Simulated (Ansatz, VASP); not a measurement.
## HfC in VASP and in Ansatz

File INCAR:

```
SYSTEM = HfC
PREC = Accurate
ENCUT = 520
EDIFF = 1E-6
ISMEAR = 0
SIGMA = 0.05
LREAL = .False.
LASPH = .True.
NELM = 100
ALGO = Normal
ISIF = 2
LWAVE = .False.
LCHARG = .True.
GGA = PS
LELF = .True.
LVHAR = .True.
NBANDS = 14
```

KPOINTS

```
regular mesh
0
Gamma
  12 12 12
  0 0 0
```

File POSCAR:

```
HfC
1.0
    0.0000000000      2.5221072291      2.5221072291
    2.5221072291      0.0000000000      2.5221072291
    2.5221072291      2.5221072291      0.0000000000
Hf C
1 1
Direct
    0.0000000000      0.0000000000      0.0000000000
    0.2500000000      0.2500000000      0.2500000000
```

Input for Ansatz:

```yaml
crystal:
  lattice:
    - [0.0, 2.5221072291, 2.5221072291]
    - [2.5221072291, 0.0, 2.5221072291]
    - [2.5221072291, 2.5221072291, 0.0]
  atoms:
    - { symbol: Hf, position: [0.0, 0.0, 0.0] }
    - { symbol: C, position: [0.25, 0.25, 0.25] }
basis:
  ecutwfc: 420
  ecutrho_ratio: 4
kpoints:
  mp_grid: { grid: [12, 12, 12] }
hamiltonian:
  xc: pbesol
scf:
  occupations: { method: gaussian, width: 0.05 }
output:
  forces: true
  stress: true
  eigenvalues: true
  populations: true
```

Alike in both runs: task single point; functional PBEsol; k mesh 12 × 12 × 12; occupations gaussian, width 0.05 eV; no spin polarisation.

```csv
,VASP,Ansatz
version,VASP 6.6.1,Ansatz 0.2.0
potentials or method,"VASP PAW PBE potentials, release 64 (Hf_pv, C), cutoff 520 eV","scalar-relativistic, plane waves, PAW"
valence electrons in the cell,14,30
```

VASP gave:

```
gap on the k mesh at the Fermi level (eV) : 0.22
least direct gap on the mesh (eV)         : 0.22
pressure (GPa)                            : -4.7
```

Task: What did Ansatz give for the same quantities?

Result: gap on the k mesh at the Fermi level (eV): 0.22; least direct gap on the mesh (eV): 0.22; pressure (GPa): -4.5.

VASP's potentials were made for PBE, not for PBEsol. The functional is the same, so the differences come from potentials, cutoffs and numerics. VASP's potentials hold 14 valence electrons a cell and Ansatz's 30, so a difference there can come from the potentials and not from the codes.

Neither program's run includes spin-orbit coupling.
